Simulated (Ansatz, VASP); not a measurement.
**Pt2I: VASP beside Ansatz**

INCAR

```
SYSTEM = Pt2I
  PREC = Accurate
  ENCUT = 600
  EDIFF = 1E-6
  ISMEAR = 0
  SIGMA = 0.1
  LREAL = .FALSE.
  LASPH = .TRUE.
  NELM = 100
  ALGO = Normal
  ISIF = 3
  LWAVE = .FALSE.
  LCHARG = .FALSE.
  GGA = PE
  IBRION = 2
  NSW = 90
  EDIFFG = -0.04
```

Contents of KPOINTS:

```
regular mesh
0
G
  6 6 6
  0 0 0
```

Contents of POSCAR:

```
Pt2I
1.0
   -1.9280861124      1.9280861124      4.7298362444
    1.9280861124     -1.9280861124      4.7298362444
    1.9280861124      1.9280861124     -4.7298362444
Pt I
2 1
Direct
    0.6650000000      0.6650000000      0.0000000000
    0.3350000000      0.3350000000      0.0000000000
    0.0000000000      0.0000000000      0.0000000000
```

Input for Ansatz:

```yaml
crystal:
  lattice:
    - [-1.9280861124, 1.9280861124, 4.7298362444]
    - [1.9280861124, -1.9280861124, 4.7298362444]
    - [1.9280861124, 1.9280861124, -4.7298362444]
  atoms:
    - { symbol: Pt, position: [0.665, 0.665, 0.0] }
    - { symbol: Pt, position: [0.335, 0.335, 0.0] }
    - { symbol: I, position: [0.0, 0.0, 0.0] }
basis:
  ecutwfc: 420
kpoints:
  mp_grid: { grid: [6, 6, 6] }
hamiltonian:
  xc: pbe
scf:
  occupations: { method: gaussian, width: 0.1 }
  lower_state_search: "off"
output:
  forces: true
  stress: true
  eigenvalues: true
relax:
  adjacent_minimum: "off"
  f_tol: 0.04
  max_steps: 70
  cell: { stress_tol: 0.4 }
```

Alike in both runs: task relaxation of cell and atoms; functional PBE; k mesh 6 × 6 × 6; occupations gaussian, width 0.1 eV; no spin polarisation.

|  | VASP | Ansatz |
| --- | --- | --- |
| version | VASP 6.6.1 | Ansatz 0.2.0 |
| potentials or method | VASP PAW PBE potentials, release 64 (Pt, I), cutoff 600 eV | scalar-relativistic, plane waves, PAW |
| valence electrons in the cell | 27 | 53 |

|  | VASP | Ansatz | Ansatz less VASP |
| --- | --- | --- | --- |
| gap on the k mesh at the Fermi level, each at its own relaxed structure (eV) | none | none | - |
| relaxed volume (Å³/atom) | 19.16 | 19.20 | +0.034 |
| relaxed length of the cell vector where the two differ most in proportion (Å) | 5.013 | 5.031 | +0.0179 |

A gap of «none» marks a metal or a gap that the smearing closes. VASP's potentials hold 27 valence electrons a cell and Ansatz's 53, so a difference there can come from the potentials and not from the codes.

The k mesh is coarse, so the values compare programs but aren't converged. Spin-orbit coupling is off throughout. Noted on VASP's run: the volume moved by over 15 % at a fixed basis, so the end points are rough.
